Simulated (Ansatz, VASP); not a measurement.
## KF in VASP and in Ansatz

INCAR

```
SYSTEM = KF
PREC = Accurate ; ENCUT = 520
EDIFF = 1E-6 ; ISMEAR = -1
SIGMA = 0.1 ; LREAL = .FALSE.
LASPH = .TRUE. ; NELM = 150
ALGO = Normal ; ISIF = 2
LWAVE = .FALSE. ; LCHARG = .TRUE.
LNONCOLLINEAR = .TRUE. ; MAGMOM = -0.036 0.113 0.308 0 0 0
LORBIT = 11 ; GGA = PE
LVHAR = .TRUE. ; NBANDS = 28
```

Contents of KPOINTS:

```
Automatic mesh
0
G
  6 6 6
  0 0 0
```

Contents of POSCAR:

```
KF
1.0
    3.3018409049      0.0000000000      0.0000000000
    0.0000000000      3.3018409049      0.0000000000
    0.0000000000      0.0000000000      3.3018409049
K F
1 1
Direct
    0.0000000000      0.0000000000      0.0000000000
    0.5000000000      0.5000000000      0.5000000000
```

input.yaml

```yaml
crystal:
  lattice:
    - [3.3018409049, 0.0, 0.0]
    - [0.0, 3.3018409049, 0.0]
    - [0.0, 0.0, 3.3018409049]
  atoms:
    - { symbol: K, position: [0.0, 0.0, 0.0], spin: 0.33, spin_axis: [-0.109076, 0.342379, 0.933209] }
    - { symbol: F, position: [0.5, 0.5, 0.5] }
kpoints:
  mp_grid: { grid: [6, 6, 6] }
scf:
  occupations: { method: fermi_dirac, width: 0.1 }
hamiltonian:
  xc: pbe
  pseudopotentials: { kind: all_electron, lapw: { basis_error: 0.001 } }
magnetization:
  noncollinear: true
output:
  forces: true
  stress: true
  eigenvalues: true
```

Change from the starting cell: volume scaled by 1.04.

Alike in both runs: task single point; functional PBE; k mesh 6 × 6 × 6; occupations fermi-dirac, width 0.1 eV; non-collinear spin.

|  | VASP | Ansatz |
| --- | --- | --- |
| version | VASP 6.6.1 | Ansatz 0.2.0 |
| potentials or method | VASP PAW PBE potentials, release 64 (K_sv, F), cutoff 520 eV | all-electron LAPW, scalar-relativistic |

VASP gave:

- gap on the k mesh at the Fermi level (eV): 6.00
- least direct gap on the mesh (eV): 6.05
- pressure (GPa): -1.2
- net moment per atom (μB): 0.00

**Question.** Estimate Ansatz's values.

**Answer.** gap on the k mesh at the Fermi level (eV): 6.01; least direct gap on the mesh (eV): 6.06; pressure (GPa): -1.2; net moment per atom (μB): 0.00.

Ansatz ran all-electron here, and VASP with PAW potentials.
